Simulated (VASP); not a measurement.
# B (Cmmm) in VASP: relaxation of cell and atoms with PBE

Aim: the relaxation of cell and atoms of B with PBE.

Everything below comes from runs of VASP 6.6.1. Logs are shortened: lines on timing, memory, paths and dates and some standing lists are left out, and cuts for length are marked.

### 1 The cell of the first run

Symmetry: Cmmm, No. 65, orthorhombic system. The conventional cell has a = 2.337 Å, b = 8.612 Å, c = 3.282 Å, α = 90.00°, β = 90.00°, γ = 90.00°. B (site symmetry mm2) has 4 B at 1.63 to 1.75 Å within 2.2 Å. B (site symmetry m2m) has 4 B at 1.69 to 1.75 Å within 2.2 Å.

The cell was generated, and may not be a known phase.

### 2 Relaxation of cell and atoms, PBE

File INCAR:

```
PREC = Accurate
ENCUT = 600
EDIFF = 1E-6
ISMEAR = 0
SIGMA = 0.1
LREAL = False
LASPH = True
NELM = 60
ALGO = Normal
ISIF = 3
LWAVE = False
LCHARG = False
GGA = PE
IBRION = 2
NSW = 100
EDIFFG = -0.01
```

File KPOINTS:

```
regular mesh
0
Gamma
  20 20 14
```

File POSCAR:

```
B
1.0
    1.1685938807     -4.3058280778      0.0000000000
    1.1685938807      4.3058280778      0.0000000000
    0.0000000000      0.0000000000      3.2824663696
B
4
Direct
    0.5000000000      0.5000000000      0.7511604137
    0.5000000000      0.5000000000      0.2488395863
    0.3205931855      0.6794068145      0.5000000000
    0.6794068145      0.3205931855      0.5000000000
```

Potentials or basis: VASP PAW PBE potentials, release 64 (B).

Launch:

```bash
$ cat potpaw_PBE.64/B/POTCAR > POTCAR
$ mpirun -np 1 vasp_std > vasp.out
```

OUTCAR:

```text
PREC = Accurate
   ENCUT = 600
   EDIFF = 1E-6
   ISMEAR = 0
   LREAL = False
   LASPH = True
   NELM = 60
   ISIF = 3
   GGA = PE
   IBRION = 2
   NSW = 100
   EDIFFG = -0.01

 ion  position               nearest neighbor table
   1  0.500  0.500  0.751-   2 1.63   2 1.65   4 1.75   3 1.75
   2  0.500  0.500  0.249-   1 1.63   1 1.65   3 1.75   4 1.75
   3  0.321  0.679  0.500-   4 1.69   4 1.69   2 1.75   1 1.75
   4  0.679  0.321  0.500-   3 1.69   3 1.69   2 1.75   1 1.75

  LATTYP: Found a base centered orthorhombic cell.
 ALAT       =     2.3371877614
 B/A-ratio  =     3.6846231603
 C/A-ratio  =     1.4044512913

  Lattice vectors:

 A1 = (   1.1685938807,  -4.3058280778,   0.0000000000)
 A2 = (   1.1685938807,   4.3058280778,   0.0000000000)
 A3 = (   0.0000000000,   0.0000000000,   3.2824663696)

Analysis of symmetry for initial positions (statically):
=====================================================================
 Subroutine PRICEL returns:
 Original cell was already a primitive cell.

 Routine SETGRP: Setting up the symmetry group for a
 base centered orthorhombic supercell.

 Subroutine GETGRP returns: Found  8 space group operations
 (whereof  8 operations were pure point group operations)
 out of a pool of  8 trial point group operations.

The static configuration has the point symmetry D_2h.

Analysis of symmetry for dynamics (positions and initial velocities):
=====================================================================
 Subroutine PRICEL returns:
 Original cell was already a primitive cell.

 Routine SETGRP: Setting up the symmetry group for a
 base centered orthorhombic supercell.

 Subroutine GETGRP returns: Found  8 space group operations
 (whereof  8 operations were pure point group operations)
 out of a pool of  8 trial point group operations.

The dynamic configuration has the point symmetry D_2h.

 Subroutine INISYM returns: Found  8 space group operations
 (whereof  8 operations are pure point group operations),
 and found     1 'primitive' translations

----------------------------------------------------------------------------------------

                                     Primitive cell

  volume of cell :      33.0332

  direct lattice vectors                    reciprocal lattice vectors
     1.168593881 -4.305828078  0.000000000     0.427864640 -0.116121682  0.000000000
     1.168593881  4.305828078  0.000000000     0.427864640  0.116121682  0.000000000
     0.000000000  0.000000000  3.282466370     0.000000000  0.000000000  0.304648970

  length of vectors
     4.461587956  4.461587956  3.282466370     0.443342300  0.443342300  0.304648970

  position of ions in fractional coordinates (direct lattice)
     0.500000000  0.500000000  0.751160414
     0.500000000  0.500000000  0.248839586
     0.320593186  0.679406814  0.500000000
     0.679406814  0.320593186  0.500000000

  ion indices of the primitive-cell ions
   primitive index   ion index
                 1           1
                 2           2
                 3           3
                 4           4

----------------------------------------------------------------------------------------

 KPOINTS: regular mesh

Automatic generation of k-mesh.
 Grid dimensions read from file:
 generate k-points for:   20   20   14

 Generating k-lattice:

  Cartesian coordinates                     Fractional coordinates (reciprocal lattice)
     0.021393232 -0.005806084  0.000000000     0.050000000  0.000000000  0.000000000
     0.021393232  0.005806084  0.000000000     0.000000000  0.050000000  0.000000000
     0.000000000  0.000000000  0.021760641     0.000000000  0.000000000  0.071428571

  Length of vectors
     0.022167115  0.022167115  0.021760641

  Shift w.r.t. Gamma in fractional coordinates (k-lattice)
     0.000000000  0.000000000  0.000000000

 Subroutine IBZKPT returns following result:
 ===========================================

 Found    888 irreducible k-points:

 Following reciprocal coordinates:
            Coordinates               Weight
  0.000000  0.000000  0.000000      1.000000
  0.050000  0.000000  0.000000      4.000000
  0.100000  0.000000  0.000000      4.000000
  0.150000  0.000000  0.000000      4.000000
  0.200000  0.000000  0.000000      4.000000
  0.250000  0.000000  0.000000      4.000000
[... 16 lines left out ...]
 -0.400000  0.050000  0.000000      4.000000
 -0.350000  0.050000  0.000000      4.000000
 [... further k-points ...]
   k-points           NKPTS =    888   k-points in BZ     NKDIM =    888   number of bands    NBANDS=     10
   number of dos      NEDOS =    301   number of ions     NIONS =      4
   total plane-waves  NPLWV =  36288
   dimension x,y,z NGX =    36 NGY =   36 NGZ =   28
   dimension x,y,z NGXF=    72 NGYF=   72 NGZF=   56
   ions per type =               4
   NGX,Y,Z   is equivalent  to a cutoff of  13.41, 13.41, 14.18 a.u.
   NGXF,Y,Z  is equivalent  to a cutoff of  26.83, 26.83, 28.36 a.u.
 SYSTEM =  unknown system
   PREC   = accura    normal or accurate (medium, high low for compatibility)
   ISTART =      0    job   : 0-new  1-cont  2-samecut
   ICHARG =      2    charge: 1-file 2-atom 10-const
   ISPIN  =      1    spin polarized calculation?
   LNONCOLLINEAR =      F non collinear calculations
   LSORBIT =      F    spin-orbit coupling
   LASPH  =      T    aspherical Exc in radial PAW
   ENCUT  =  600.0 eV  44.10 Ry    6.64 a.u.   8.91  8.91  6.56*2*pi/ulx,y,z
   NELM   =     60;   NELMIN=  2; NELMDL= -5     # of ELM steps
   EDIFF  = 0.1E-05   stopping-criterion for ELM
   LREAL  =      F    real-space projection
   EDIFFG = -.1E-01   stopping-criterion for IOM
   NSW    =    100    number of steps for IOM
   IBRION =      2    ionic relax: 0-MD 1-quasi-New 2-CG
   NFREE  =      1    steps in history (QN), initial steepest desc. (CG)
   ISIF   =      3    stress and relaxation
   ISYM   =      2    0-nonsym 1-usesym 2-fastsym
   POTIM  = 0.5000    time-step for ionic-motion
   TEBEG  =    0.0;   TEEND  =   0.0 temperature during run
   PSTRESS=    0.0 pullay stress
   NELECT =      12.0000    total number of electrons
   NUPDOWN=      -1.0000    fix difference up-down
   EMIN   =  10.00;   EMAX   =-10.00  energy-range for DOS
   EFERMI =   0.00;   METHOD = LEGACY
   ISMEAR =     0;   SIGMA  =   0.10  broadening in eV -4-tet -1-fermi 0-gaus
   EFERMI_NEDOS =   21; number of points for ismear=-14 and -15
   IALGO  =     38    algorithm
   IMIX   =      4    mixing-type and parameters
     AMIX     =   0.40;   BMIX     =  1.00
     AMIX_MAG =   1.60;   BMIX_MAG =  1.00
  volume/ion in A,a.u.               =       8.26        55.73
  Fermi-wavevector in a.u.,A,eV,Ry     =   1.168114  2.207414 18.565003  1.364489
  Thomas-Fermi vector in A             =   2.304605
   LORBIT       =      0    0 simple, 1 ext, 2 COOP (PROOUT), +10 PAW based schemes
   GGA     = PE    functional components
   LHFCALC =     F    Hartree Fock is set to
   AEXX    =    0.0000 exact exchange contribution
   IVDW    =     0    specifies the selected vdW correction
   LEPSILON=     F    determine dielectric tensor
   LRPA    =     F    only Hartree local field effects (RPA)
 conjugate gradient relaxation of ions
 non-spin polarized calculation
 Gauss-broadening in eV      SIGMA  =   0.10
  energy-cutoff  :      600.00
  volume of cell :       33.03
 maximum number of plane-waves:      1122
   NGX = 17   NGY = 17   NGZ = 13

--------------------------------------- Ionic step        1  -------------------------------------------

 number of electron      12.0000000 magnetization

 Free energy of the ion-electron system (eV)
  ---------------------------------------------------
  ext. energy  EPLUGINS =         0.00000000
  ---------------------------------------------------
  free energy    TOTEN  =       -24.20846305 eV

  energy without entropy =      -24.20476491  energy(sigma->0) =      -24.20661398

------------------------ aborting loop because EDIFF is reached ----------------------------------------

  FORCE on cell =-STRESS in cart. coord.  units (eV):
  Direction    XX          YY          ZZ          XY          YZ          ZX
  --------------------------------------------------------------------------------------
  -------------------------------------------------------------------------------------
  Total        0.0871174      0.0863302     -0.1911708      0.0000000      0.0000000      0.0000000
  in kB        4.2253702      4.1871890     -9.2721719      0.0000000      0.0000000      0.0000000
  external PRESSURE =      -0.2865376 kB  Pullay stress =       0.0000000 kB
[... 289 lines left out ...]
  energy  without entropy=      -24.2056014993  energy(sigma->0) =      -24.20732499

--------------------------------------- Ionic step        9  -------------------------------------------

 number of electron      12.0000000 magnetization

 Free energy of the ion-electron system (eV)
  ---------------------------------------------------
  ext. energy  EPLUGINS =         0.00000000
  ---------------------------------------------------
  free energy    TOTEN  =       -24.20905223 eV

  energy without entropy =      -24.20560234  energy(sigma->0) =      -24.20732729

 E-fermi :   4.9224     XC(G=0): -11.0498

 val. band max:        4.9187141987   @ k =   0.5000   0.5000   0.0000
 cond. band min:       4.9302475304   @ k =   0.2000   0.1500   0.0000
 fundamental gap:      0.0115333316
 Fermi energy:         4.9224468752

 k-point     1 :       0.0000    0.0000    0.0000
  band No.  band energies     occupation
      1      -9.9040      2.00000
      2      -3.6838      2.00000
      3      -3.6251      2.00000
      4      -0.9270      2.00000
      5       2.3867      2.00000
      6       6.7151      0.00000
      7       9.4637      0.00000
      8       9.7824      0.00000
      9      11.0439      0.00000
     10      12.3290      0.00000
[... 287 lines left out ...]
 k-point    24 :      -0.3500    0.0500    0.0000
  band No.  band energies     occupation
      1      -7.7963      2.00000
      2      -3.8544      2.00000
      3      -0.3414      2.00000
      4       0.2314      2.00000
      5       1.6856      2.00000
      6       4.0651      2.00000
      7       4.4140      2.00000
      8       7.1572      0.00000
      9      11.3046      0.00000
     10      12.5408      0.00000

 [... further k-points ...]

------------------------ aborting loop because EDIFF is reached ----------------------------------------

  FORCE on cell =-STRESS in cart. coord.  units (eV):
  Direction    XX          YY          ZZ          XY          YZ          ZX
  --------------------------------------------------------------------------------------
  -------------------------------------------------------------------------------------
  Total        0.0020909      0.0052978      0.0002347      0.0000000      0.0000000      0.0000000
  in kB        0.1012960      0.2566533      0.0113698      0.0000000      0.0000000      0.0000000
  external PRESSURE =       0.1231064 kB  Pullay stress =       0.0000000 kB
[... 19 lines left out ...]
  FREE ENERGIE OF THE ION-ELECTRON SYSTEM (eV)
  ---------------------------------------------------
  free  energy   TOTEN  =       -24.2090522348 eV

  energy  without entropy=      -24.2056023388  energy(sigma->0) =      -24.20732729

 reached required accuracy - stopping structural energy minimisation
```

It took 19 min on 1 thread of AMD EPYC 7R13 (Zen 3), shared host; peak memory 0.39 GiB.

What came out:

```yaml
Free_energy: -24.2091 eV
Relaxed_volume: 8.27 Å³/atom
Relaxed_cell: a = 4.464 Å, b = 4.464 Å, c = 3.274 Å, α = 90.00°, β = 90.00°, γ = 149.54°
Space_group_after_relaxing_to_0.1_Å: Cmmm (No. 65)
Energy_gained_by_relaxing: 0.1 meV/atom
Ionic_steps: 9
Pressure_after_relaxing: 0.0 GPa
Band_gap_on_the_k_mesh: zero (bands 6 and 7 overlap by 6.14 eV)
```

Forces on the atoms (eV/Å):
```
B    0.000  0.000 -0.002
B    0.000  0.000  0.002
B    0.000 -0.002  0.000
B    0.000  0.002  0.000
```

Step by step:
```tsv
step	energy change (eV)	largest force (eV/Å)	pressure (GPa)	volume (Å³)
1	0.0000	0.0540	-0.03	33.03
2	-0.0003	0.1012	0.01	33.03
3	-0.0004	0.0616	0.00	33.03
4	-0.0004	0.0690	0.16	33.02
5	-0.0005	0.0126	0.09	33.03
6	-0.0006	0.0106	0.10	33.04
7	-0.0006	0.0161	0.10	33.05
8	-0.0006	0.0109	-0.02	33.08
9	-0.0006	0.0024	0.01	33.07
```

Final structure:
```yaml
crystal:
  lattice:
    - [1.17272, -4.30684, 0.00000]
    - [1.17272, 4.30684, 0.00000]
    - [0.00000, 0.00000, 3.27397]
  atoms:
    - { symbol: B, position: [0.50000, 0.50000, 0.75117] }
    - { symbol: B, position: [0.50000, 0.50000, 0.24883] }
    - { symbol: B, position: [0.32025, 0.67975, 0.50000] }
    - { symbol: B, position: [0.67975, 0.32025, 0.50000] }
```
